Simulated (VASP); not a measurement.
# BaTiO3 (R3m) in VASP: single point with PBE+D3(BJ)

Aim: the single point of BaTiO3 with PBE+D3(BJ).

Everything below comes from runs of VASP 6.6.1. Logs are shortened: lines on timing, memory, paths and dates and some standing lists are left out, and cuts for length are marked.

### Step 1. The cell of the first run

It takes space group R3m (No. 160, trigonal). Conventional cell: a = 5.673 Å, b = 5.673 Å, c = 6.983 Å, α = 90.00°, β = 90.00°, γ = 120.00°. Within 3.7 Å of Ba (site symmetry 3m) lie 12 O at 2.77 to 2.92 Å and 8 Ti at 3.40 to 3.58 Å. Ti (site symmetry 3m) has 6 O at 1.88 to 2.15 Å within 2.5 Å. Within 2.5 Å of O (site symmetry m) lie 2 Ti at 1.88 to 2.15 Å.

### Step 2. Single point, PBE+D3(BJ)

The input, INCAR:

```
SYSTEM = BaTiO3
  PREC = Accurate
  ENCUT = 520
  EDIFF = 1E-6
  ISMEAR = 0
  SIGMA = 0.02
  LREAL = .FALSE.
  LASPH = .TRUE.
  NELM = 80
  ALGO = Normal
  ISIF = 2
  LWAVE = .FALSE.
  LCHARG = .FALSE.
  GGA = PE
  IVDW = 12
  NBANDS = 28
```

The input, KPOINTS:

```
Automatic mesh
0
G
  6 6 6
  0 0 0
```

The input, POSCAR:

```
BaTiO3
1.0
    2.8366846842      1.6377606660      2.3276591172
   -2.8366846842      1.6377606660      2.3276591172
    0.0000000000     -3.2755213321      2.3276591172
Ba Ti O
1 1 3
Direct
    0.0027532465      0.0027532465      0.0027532465
    0.5153616719      0.5153616719      0.5153616719
    0.4893960006      0.4893960006      0.9817930805
    0.4893960006      0.9817930805      0.4893960006
    0.9817930805      0.4893960006      0.4893960006
```

Potentials or basis: VASP PAW PBE potentials, release 64 (Ba_sv, Ti_sv, O).

Launch:

```console
cat potpaw_PBE.64/Ba_sv/POTCAR potpaw_PBE.64/Ti_sv/POTCAR potpaw_PBE.64/O/POTCAR > POTCAR
mpirun -np 1 vasp_std > vasp.out
```

OUTCAR:

```text
SYSTEM = BaTiO3
   PREC = Accurate
   ENCUT = 520
   EDIFF = 1E-6
   ISMEAR = 0
   LREAL = .FALSE.
   LASPH = .TRUE.
   NELM = 80
   ISIF = 2
   GGA = PE
   IVDW = 12
 IVDW          = 12

 ion  position               nearest neighbor table
   1  0.003  0.003  0.003-   3 2.77   4 2.77   5 2.77   3 2.84   3 2.84   5 2.84   4 2.84   4 2.84
                             5 2.84   3 2.92   4 2.92   5 2.92   2 3.40   2 3.45   2 3.45   2 3.45
   2  0.515  0.515  0.515-   4 1.88   5 1.88   3 1.88   4 2.15   5 2.15   3 2.15   1 3.40   1 3.45
                             1 3.45   1 3.45   1 3.51   1 3.51   1 3.51   1 3.58
   3  0.489  0.489  0.982-   2 1.88   2 2.15   1 2.77   1 2.84   1 2.84   1 2.92
   4  0.489  0.982  0.489-   2 1.88   2 2.15   1 2.77   1 2.84   1 2.84   1 2.92
   5  0.982  0.489  0.489-   2 1.88   2 2.15   1 2.77   1 2.84   1 2.84   1 2.92

  LATTYP: Found a trigonal (rhomboedric) cell.
 ALAT       =     4.0183375869
 COS(alpha) =     0.0033118750

  Lattice vectors:

 A1 = (   2.8366846842,   1.6377606660,   2.3276591172)
 A2 = (  -2.8366846842,   1.6377606660,   2.3276591172)
 A3 = (   0.0000000000,  -3.2755213321,   2.3276591172)

Analysis of symmetry for initial positions (statically):
=====================================================================
 Subroutine PRICEL returns:
 Original cell was already a primitive cell.

 Routine SETGRP: Setting up the symmetry group for a
 trigonal (rhombohedral) supercell.

 Subroutine GETGRP returns: Found  6 space group operations
 (whereof  6 operations were pure point group operations)
 out of a pool of 12 trial point group operations.

The static configuration has the point symmetry C_3v.

Analysis of symmetry for dynamics (positions and initial velocities):
=====================================================================
 Subroutine PRICEL returns:
 Original cell was already a primitive cell.

 Routine SETGRP: Setting up the symmetry group for a
 trigonal (rhombohedral) supercell.

 Subroutine GETGRP returns: Found  6 space group operations
 (whereof  6 operations were pure point group operations)
 out of a pool of 12 trial point group operations.

The dynamic configuration has the point symmetry C_3v.

 Subroutine INISYM returns: Found  6 space group operations
 (whereof  6 operations are pure point group operations),
 and found     1 'primitive' translations

----------------------------------------------------------------------------------------

                                     Primitive cell

  volume of cell :      64.8832

  direct lattice vectors                    reciprocal lattice vectors
     2.836684684  1.637760666  2.327659117     0.176262100  0.101764971  0.143205391
    -2.836684684  1.637760666  2.327659117    -0.176262100  0.101764971  0.143205391
     0.000000000 -3.275521332  2.327659117     0.000000000 -0.203529942  0.143205391

  length of vectors
     4.018337587  4.018337587  4.018337587     0.248861852  0.248861852  0.248861852

  position of ions in fractional coordinates (direct lattice)
     0.002753246  0.002753246  0.002753246
     0.515361672  0.515361672  0.515361672
     0.489396001  0.489396001  0.981793080
     0.489396001  0.981793080  0.489396001
     0.981793080  0.489396001  0.489396001

  ion indices of the primitive-cell ions
   primitive index   ion index
                 1           1
                 2           2
                 3           3
                 4           4
                 5           5

----------------------------------------------------------------------------------------

 KPOINTS: Automatic mesh

Automatic generation of k-mesh.
 Grid dimensions read from file:
 generate k-points for:    6    6    6

 Generating k-lattice:

  Cartesian coordinates                     Fractional coordinates (reciprocal lattice)
     0.029377017  0.016960828  0.023867565     0.166666667  0.000000000  0.000000000
    -0.029377017  0.016960828  0.023867565     0.000000000  0.166666667  0.000000000
     0.000000000 -0.033921657  0.023867565     0.000000000  0.000000000  0.166666667

  Length of vectors
     0.041476975  0.041476975  0.041476975

  Shift w.r.t. Gamma in fractional coordinates (k-lattice)
     0.000000000  0.000000000  0.000000000

 Subroutine IBZKPT returns following result:
 ===========================================

 Found     32 irreducible k-points:

 Following reciprocal coordinates:
            Coordinates               Weight
  0.000000  0.000000  0.000000      1.000000
  0.166667  0.000000  0.000000      6.000000
  0.333333  0.000000  0.000000      6.000000
  0.500000  0.000000 -0.000000      3.000000
  0.166667  0.166667  0.000000      6.000000
  0.333333  0.166667  0.000000     12.000000
[... 16 lines left out ...]
  0.500000  0.500000  0.166667      6.000000
 -0.333333  0.500000  0.166667     12.000000
 [... further k-points ...]
   k-points           NKPTS =     32   k-points in BZ     NKDIM =     32   number of bands    NBANDS=     28
   number of dos      NEDOS =    301   number of ions     NIONS =      5
   total plane-waves  NPLWV =  27000
   dimension x,y,z NGX =    30 NGY =   30 NGZ =   30
   dimension x,y,z NGXF=    60 NGYF=   60 NGZF=   60
   ions per type =               1   1   3
   NGX,Y,Z   is equivalent  to a cutoff of  12.41, 12.41, 12.41 a.u.
   NGXF,Y,Z  is equivalent  to a cutoff of  24.82, 24.82, 24.82 a.u.
 SYSTEM =  BaTiO3
   PREC   = accura    normal or accurate (medium, high low for compatibility)
   ISTART =      0    job   : 0-new  1-cont  2-samecut
   ICHARG =      2    charge: 1-file 2-atom 10-const
   ISPIN  =      1    spin polarized calculation?
   LNONCOLLINEAR =      F non collinear calculations
   LSORBIT =      F    spin-orbit coupling
   LASPH  =      T    aspherical Exc in radial PAW
   ENCUT  =  520.0 eV  38.22 Ry    6.18 a.u.   7.47  7.47  7.47*2*pi/ulx,y,z
   NELM   =     80;   NELMIN=  2; NELMDL= -5     # of ELM steps
   EDIFF  = 0.1E-05   stopping-criterion for ELM
   LREAL  =      F    real-space projection
   EDIFFG = 0.1E-04   stopping-criterion for IOM
   NSW    =      0    number of steps for IOM
   IBRION =     -1    ionic relax: 0-MD 1-quasi-New 2-CG
   NFREE  =      0    steps in history (QN), initial steepest desc. (CG)
   ISIF   =      2    stress and relaxation
   ISYM   =      2    0-nonsym 1-usesym 2-fastsym
   POTIM  = 0.5000    time-step for ionic-motion
   TEBEG  =    0.0;   TEEND  =   0.0 temperature during run
   PSTRESS=    0.0 pullay stress
   NELECT =      40.0000    total number of electrons
   NUPDOWN=      -1.0000    fix difference up-down
   EMIN   =  10.00;   EMAX   =-10.00  energy-range for DOS
   EFERMI =   0.00;   METHOD = LEGACY
   ISMEAR =     0;   SIGMA  =   0.02  broadening in eV -4-tet -1-fermi 0-gaus
   EFERMI_NEDOS =   21; number of points for ismear=-14 and -15
   IALGO  =     38    algorithm
   IMIX   =      4    mixing-type and parameters
     AMIX     =   0.40;   BMIX     =  1.00
     AMIX_MAG =   1.60;   BMIX_MAG =  1.00
  volume/ion in A,a.u.               =      12.98        87.57
  Fermi-wavevector in a.u.,A,eV,Ry     =   1.393320  2.632992 26.413532  1.941340
  Thomas-Fermi vector in A             =   2.516977
   LORBIT       =      0    0 simple, 1 ext, 2 COOP (PROOUT), +10 PAW based schemes
   GGA     = PE    functional components
   LHFCALC =     F    Hartree Fock is set to
   AEXX    =    0.0000 exact exchange contribution
   IVDW    =    12    specifies the selected vdW correction
   LEPSILON=     F    determine dielectric tensor
   LRPA    =     F    only Hartree local field effects (RPA)
 non-spin polarized calculation
 Gauss-broadening in eV      SIGMA  =   0.02
  energy-cutoff  :      520.00
  volume of cell :       64.88
 maximum number of plane-waves:      1768
 NGX is ok and might be reduce to    30
   NGX = 15   NGY = 15   NGZ = 15

 number of electron      39.9999998 magnetization

 Free energy of the ion-electron system (eV)
  ---------------------------------------------------
  ext. energy  EPLUGINS =         0.00000000
  ---------------------------------------------------
  free energy    TOTEN  =       -40.01721344 eV

  energy without entropy =      -40.01721344  energy(sigma->0) =      -40.01721344

 E-fermi :   3.7887     XC(G=0): -11.1788

 val. band max:        3.6830232663   @ k =   0.5000   0.5000   0.5000
 cond. band min:       6.0754663726   @ k =   0.0000   0.0000   0.0000
 fundamental gap:      2.3924431063
 Fermi energy:         3.7887407804

 k-point     1 :       0.0000    0.0000    0.0000
  band No.  band energies     occupation
      1     -52.6395      2.00000
      2     -28.8901      2.00000
      3     -28.8901      2.00000
      4     -28.8894      2.00000
      5     -21.1410      2.00000
      6     -13.1189      2.00000
[... 20 lines left out ...]
     27       8.7581      0.00000
     28      10.9270      0.00000

 k-point     2 :       0.1667    0.0000    0.0000
  band No.  band energies     occupation
      1     -52.6392      2.00000
      2     -28.9026      2.00000
      3     -28.8897      2.00000
      4     -28.8891      2.00000
      5     -21.1136      2.00000
      6     -13.1372      2.00000
[... 20 lines left out ...]
     27       9.2758      0.00000
     28      11.5749      0.00000

 k-point     3 :       0.3333    0.0000    0.0000
  band No.  band energies     occupation
      1     -52.6387      2.00000
      2     -28.9278      2.00000
      3     -28.8887      2.00000
      4     -28.8881      2.00000
      5     -21.0577      2.00000
      6     -13.2503      2.00000
[... 20 lines left out ...]
     27      10.4854      0.00000
     28      11.9807      0.00000

 k-point     4 :       0.5000    0.0000   -0.0000
  band No.  band energies     occupation
      1     -52.6385      2.00000
      2     -28.9403      2.00000
      3     -28.8882      2.00000
      4     -28.8876      2.00000
      5     -21.0292      2.00000
      6     -13.3277      2.00000
[... 578 lines left out ...]
     27      11.1501      0.00000
     28      12.1092      0.00000

 k-point    23 :       0.5000    0.5000    0.1667
  band No.  band energies     occupation
      1     -52.6373      2.00000
      2     -28.9366      2.00000
      3     -28.9360      2.00000
      4     -28.8982      2.00000
      5     -20.9415      2.00000
      6     -12.6396      2.00000
[... 20 lines left out ...]
     27      12.1683      0.00000
     28      12.4931      0.00000

 k-point    24 :      -0.3333    0.5000    0.1667
  band No.  band energies     occupation
      1     -52.6375      2.00000
      2     -28.9371      2.00000
      3     -28.9242      2.00000
      4     -28.8987      2.00000
      5     -20.9592      2.00000
      6     -12.8114      2.00000
[... 20 lines left out ...]
     27      11.8171      0.00000
     28      12.2852      0.00000

 [... further k-points ...]

------------------------ aborting loop because EDIFF is reached ----------------------------------------

 Edisp (eV)   -1.30908

 E8    (eV) :    -0.5953

  FORCE on cell =-STRESS in cart. coord.  units (eV):
  Direction    XX          YY          ZZ          XY          YZ          ZX
  --------------------------------------------------------------------------------------
  -------------------------------------------------------------------------------------
  Total       0.70455     0.70455     0.67539     0.00000    -0.00000    -0.00000
  in kB      17.39760    17.39760    16.67750     0.00000    -0.00000    -0.00000
  external pressure =       17.16 kB  Pullay stress =        0.00 kB

 VOLUME and BASIS-vectors are now :
 -----------------------------------------------------------------------------
  energy-cutoff  :      520.00
  volume of cell :       64.88
      direct lattice vectors                 reciprocal lattice vectors
     2.836684684  1.637760666  2.327659117     0.176262100  0.101764971  0.143205391
    -2.836684684  1.637760666  2.327659117    -0.176262100  0.101764971  0.143205391
     0.000000000 -3.275521332  2.327659117     0.000000000 -0.203529942  0.143205391

 POSITION                                       TOTAL-FORCE (eV/Angst)
 -----------------------------------------------------------------------------------
      0.00000     -0.00000      0.01923         0.000000      0.000000     -0.037350
      0.00000     -0.00000      3.59876         0.000000      0.000000     -0.074230
      0.00000     -1.61286      4.56357         0.000000     -0.027247      0.037193
     -1.39678      0.80643      4.56357        -0.023597      0.013624      0.037193
      1.39678      0.80643      4.56357         0.023597      0.013624      0.037193
 -----------------------------------------------------------------------------------
    total drift:                               -0.000000     -0.000001      0.000398

  FREE ENERGIE OF THE ION-ELECTRON SYSTEM (eV)
  ---------------------------------------------------
  free  energy   TOTEN  =       -41.3262982831 eV

  energy  without entropy=      -41.3262982831  energy(sigma->0) =      -41.32629828
```

Run time: 72 s. Hardware: 1 thread of AMD EPYC 7R43 (Zen 3), shared host; peak memory 0.18 GiB.

Results:

| Quantity | Value |
| --- | --- |
| Free energy | -41.3263 eV |
| Pressure | 1.7 GPa |
| Largest force | 0.074 eV/Å |
| Band gap on the k mesh | 2.39 eV, indirect (least direct gap 2.82 eV) |
| Dispersion energy per atom | -0.262 eV |

Forces on the atoms (eV/Å):
```
Ba   0.000  0.000 -0.037
Ti   0.000  0.000 -0.074
O    0.000 -0.027  0.037
O   -0.024  0.014  0.037
O    0.024  0.014  0.037
```

Caveat: spin-orbit coupling is left out, which moves the levels of the heavy elements. A k mesh can miss the band edges.
